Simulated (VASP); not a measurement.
# TlCl (Pm-3m) in VASP: notebook, part 2 of 3

VASP 6.6.1.

## (3) Single point, PBE

Input file INCAR:

```
SYSTEM = TlCl
PREC     = Accurate       ! precision mode
ENCUT    = 500            ! plane-wave cutoff, eV
EDIFF    = 1E-6           ! SCF threshold, eV
ISMEAR   = -1             ! smearing method
SIGMA    = 0.2            ! smearing width, eV
LREAL    = .False.        ! projectors in reciprocal space
LASPH    = .True.         ! aspherical terms in the spheres
NELM     = 120            ! most SCF steps
ALGO     = Normal         ! electronic algorithm
ISIF     = 2              ! what is computed and relaxed
LWAVE    = .False.        ! write WAVECAR
LCHARG   = .False.        ! write CHGCAR
GGA      = PE             ! functional
NBANDS   = 17             ! bands
GGA_COMPAT= .False.
```

Input file KPOINTS:

```
Automatic mesh
0
Gamma
  4 4 4
  0 0 0
```

Input file POSCAR:

```
TlCl
1.0
    3.7936346963      0.0000000000      0.0000000000
    0.0000000000      3.7936346963      0.0000000000
    0.0000000000      0.0000000000      3.7936346963
Tl Cl
1 1
Direct
    0.0000000000      0.0000000000      0.0000000000
    0.5000000000      0.5000000000      0.5000000000
```

Potentials or basis: VASP PAW PBE potentials, release 64 (Tl_d, Cl).

The run is started by

```console
cat potpaw_PBE.64/Tl_d/POTCAR potpaw_PBE.64/Cl/POTCAR > POTCAR
mpirun -np 1 vasp_std > vasp.out
```

OUTCAR:

```text
SYSTEM = TlCl
   PREC = Accurate
   ENCUT = 500
   EDIFF = 1E-6
   ISMEAR = -1
   LREAL = .False.
   LASPH = .True.
   NELM = 120
   ISIF = 2
   GGA = PE

 ion  position               nearest neighbor table
   1  0.000  0.000  0.000-   2 3.29   2 3.29   2 3.29   2 3.29   2 3.29   2 3.29   2 3.29   2 3.29

   2  0.500  0.500  0.500-   1 3.29   1 3.29   1 3.29   1 3.29   1 3.29   1 3.29   1 3.29   1 3.29

  LATTYP: Found a simple cubic cell.
 ALAT       =     3.7936346963

  Lattice vectors:

 A1 = (   3.7936346963,   0.0000000000,   0.0000000000)
 A2 = (   0.0000000000,   3.7936346963,   0.0000000000)
 A3 = (   0.0000000000,   0.0000000000,   3.7936346963)

Analysis of symmetry for initial positions (statically):
=====================================================================
 Subroutine PRICEL returns:
 Original cell was already a primitive cell.

 Routine SETGRP: Setting up the symmetry group for a
 simple cubic supercell.

 Subroutine GETGRP returns: Found 48 space group operations
 (whereof 48 operations were pure point group operations)
 out of a pool of 48 trial point group operations.

The static configuration has the point symmetry O_h .

Analysis of symmetry for dynamics (positions and initial velocities):
=====================================================================
 Subroutine PRICEL returns:
 Original cell was already a primitive cell.

 Routine SETGRP: Setting up the symmetry group for a
 simple cubic supercell.

 Subroutine GETGRP returns: Found 48 space group operations
 (whereof 48 operations were pure point group operations)
 out of a pool of 48 trial point group operations.

The dynamic configuration has the point symmetry O_h .

 Subroutine INISYM returns: Found 48 space group operations
 (whereof 48 operations are pure point group operations),
 and found     1 'primitive' translations

----------------------------------------------------------------------------------------

                                     Primitive cell

  volume of cell :      54.5967

  direct lattice vectors                    reciprocal lattice vectors
     3.793634696  0.000000000  0.000000000     0.263599445  0.000000000  0.000000000
     0.000000000  3.793634696  0.000000000     0.000000000  0.263599445  0.000000000
     0.000000000  0.000000000  3.793634696     0.000000000  0.000000000  0.263599445

  length of vectors
     3.793634696  3.793634696  3.793634696     0.263599445  0.263599445  0.263599445

  position of ions in fractional coordinates (direct lattice)
     0.000000000  0.000000000  0.000000000
     0.500000000  0.500000000  0.500000000

  ion indices of the primitive-cell ions
   primitive index   ion index
                 1           1
                 2           2

----------------------------------------------------------------------------------------

 KPOINTS: Automatic mesh

Automatic generation of k-mesh.
 Grid dimensions read from file:
 generate k-points for:    4    4    4

 Generating k-lattice:

  Cartesian coordinates                     Fractional coordinates (reciprocal lattice)
     0.065899861  0.000000000  0.000000000     0.250000000  0.000000000  0.000000000
     0.000000000  0.065899861  0.000000000     0.000000000  0.250000000  0.000000000
     0.000000000  0.000000000  0.065899861     0.000000000  0.000000000  0.250000000

  Length of vectors
     0.065899861  0.065899861  0.065899861

  Shift w.r.t. Gamma in fractional coordinates (k-lattice)
     0.000000000  0.000000000  0.000000000

 Subroutine IBZKPT returns following result:
 ===========================================

 Found     10 irreducible k-points:

 Following reciprocal coordinates:
            Coordinates               Weight
  0.000000  0.000000  0.000000      1.000000
  0.250000  0.000000  0.000000      6.000000
  0.500000  0.000000  0.000000      3.000000
  0.250000  0.250000  0.000000     12.000000
  0.500000  0.250000  0.000000     12.000000
  0.500000  0.500000  0.000000      3.000000
  0.250000  0.250000  0.250000      8.000000
  0.500000  0.250000  0.250000     12.000000
  0.500000  0.500000  0.250000      6.000000
  0.500000  0.500000  0.500000      1.000000
   k-points           NKPTS =     10   k-points in BZ     NKDIM =     10   number of bands    NBANDS=     17
   number of dos      NEDOS =    301   number of ions     NIONS =      2
   total plane-waves  NPLWV =  21952
   dimension x,y,z NGX =    28 NGY =   28 NGZ =   28
   dimension x,y,z NGXF=    56 NGYF=   56 NGZF=   56
   ions per type =               1   1
   NGX,Y,Z   is equivalent  to a cutoff of  12.27, 12.27, 12.27 a.u.
   NGXF,Y,Z  is equivalent  to a cutoff of  24.54, 24.54, 24.54 a.u.
 SYSTEM =  TlCl
   PREC   = accura    normal or accurate (medium, high low for compatibility)
   ISTART =      0    job   : 0-new  1-cont  2-samecut
   ICHARG =      2    charge: 1-file 2-atom 10-const
   ISPIN  =      1    spin polarized calculation?
   LNONCOLLINEAR =      F non collinear calculations
   LSORBIT =      F    spin-orbit coupling
   LASPH  =      T    aspherical Exc in radial PAW
   ENCUT  =  500.0 eV  36.75 Ry    6.06 a.u.   6.92  6.92  6.92*2*pi/ulx,y,z
   NELM   =    120;   NELMIN=  2; NELMDL= -5     # of ELM steps
   EDIFF  = 0.1E-05   stopping-criterion for ELM
   LREAL  =      F    real-space projection
[... 7 lines left out ...]
   TEBEG  =    0.0;   TEEND  =   0.0 temperature during run
   PSTRESS=    0.0 pullay stress
   NELECT =      20.0000    total number of electrons
   NUPDOWN=      -1.0000    fix difference up-down
   EMIN   =  10.00;   EMAX   =-10.00  energy-range for DOS
   EFERMI =   0.00;   METHOD = LEGACY
   ISMEAR =    -1;   SIGMA  =   0.20  broadening in eV -4-tet -1-fermi 0-gaus
   EFERMI_NEDOS =   21; number of points for ismear=-14 and -15
   IALGO  =     38    algorithm
   IMIX   =      4    mixing-type and parameters
     AMIX     =   0.40;   BMIX     =  1.00
     AMIX_MAG =   1.60;   BMIX_MAG =  1.00
  volume/ion in A,a.u.               =      27.30       184.22
  Fermi-wavevector in a.u.,A,eV,Ry     =   1.171375  2.213578 18.668821  1.372120
  Thomas-Fermi vector in A             =   2.307820
   LORBIT       =      0    0 simple, 1 ext, 2 COOP (PROOUT), +10 PAW based schemes
   GGA     = PE    functional components
   LHFCALC =     F    Hartree Fock is set to
   AEXX    =    0.0000 exact exchange contribution
   IVDW    =     0    specifies the selected vdW correction
   LEPSILON=     F    determine dielectric tensor
   LRPA    =     F    only Hartree local field effects (RPA)
 non-spin polarized calculation
  energy-cutoff  :      500.00
  volume of cell :       54.60
 maximum number of plane-waves:      1406
 NGX is ok and might be reduce to    28
   NGX = 13   NGY = 13   NGZ = 13

 number of electron      20.0000002 magnetization

 Free energy of the ion-electron system (eV)
  ---------------------------------------------------
  ext. energy  EPLUGINS =         0.00000000
  ---------------------------------------------------
  free energy    TOTEN  =        -5.97724888 eV

  energy without entropy =       -5.97510222  energy(sigma->0) =       -5.97617555

 E-fermi :   4.1125     XC(G=0):  -9.2924

 val. band max:        3.0908959320   @ k =   0.5000   0.0000   0.0000
 cond. band min:       5.0859591666   @ k =   0.5000   0.0000   0.0000
 fundamental gap:      1.9950632346
 Fermi energy:         4.1125308746

 k-point     1 :       0.0000    0.0000    0.0000
  band No.  band energies     occupation
      1     -10.8944      2.00000
      2      -6.9282      2.00000
      3      -6.9282      2.00000
      4      -6.6599      2.00000
      5      -6.6599      2.00000
      6      -6.6599      2.00000
[... 9 lines left out ...]
     16      15.9426      0.00000
     17      17.3074      0.00000

 k-point     2 :       0.2500    0.0000    0.0000
  band No.  band energies     occupation
      1     -10.7599      2.00000
      2      -6.9200      2.00000
      3      -6.8341      2.00000
      4      -6.7058      2.00000
      5      -6.7058      2.00000
      6      -6.6557      2.00000
[... 9 lines left out ...]
     16      16.3512      0.00000
     17      17.2905      0.00000
[... 141 lines left out ...]
 k-point    10 :       0.5000    0.5000    0.5000
  band No.  band energies     occupation
      1     -10.2844      2.00000
      2      -6.8655      2.00000
      3      -6.8655      2.00000
      4      -6.8655      2.00000
      5      -6.5811      2.00000
      6      -6.5811      2.00000
[... 9 lines left out ...]
     16      16.1108      0.00000
     17      20.1587      0.00000

------------------------ aborting loop because EDIFF is reached ----------------------------------------

  FORCE on cell =-STRESS in cart. coord.  units (eV):
  Direction    XX          YY          ZZ          XY          YZ          ZX
  --------------------------------------------------------------------------------------
  -------------------------------------------------------------------------------------
  Total        0.7825522      0.7825522      0.7825522      0.0000000      0.0000000      0.0000000
  in kB       22.9645202     22.9645202     22.9645202      0.0000000      0.0000000      0.0000000
  external PRESSURE =      22.9645202 kB  Pullay stress =       0.0000000 kB

 VOLUME and BASIS-vectors are now :
 -----------------------------------------------------------------------------
  energy-cutoff  :      500.00
  volume of cell :       54.60
      direct lattice vectors                 reciprocal lattice vectors
     3.793634696  0.000000000  0.000000000     0.263599445  0.000000000  0.000000000
     0.000000000  3.793634696  0.000000000     0.000000000  0.263599445  0.000000000
     0.000000000  0.000000000  3.793634696     0.000000000  0.000000000  0.263599445

 POSITION                                       TOTAL-FORCE (eV/Angst)
 -----------------------------------------------------------------------------------
      0.00000      0.00000      0.00000         0.000000      0.000000      0.000000
      1.89682      1.89682      1.89682         0.000000      0.000000      0.000000
 -----------------------------------------------------------------------------------
    total drift:                               -0.000000      0.000000      0.000000

  FREE ENERGIE OF THE ION-ELECTRON SYSTEM (eV)
  ---------------------------------------------------
  free  energy   TOTEN  =        -5.9772488763 eV

  energy  without entropy=       -5.9751022215  energy(sigma->0) =       -5.97617555
```

Wall time 4 s (1 thread of Intel Xeon 6975P-C (Granite Rapids), shared host); peak memory 0.15 GiB.

What came out:

- Free energy: -5.9772 eV
- Pressure: 2.3 GPa
- Band gap on the k mesh: 2.00 eV, direct

Caveat: spin-orbit coupling is left out, which moves the levels of the heavy elements.

(Continued in part 3 of 3.)
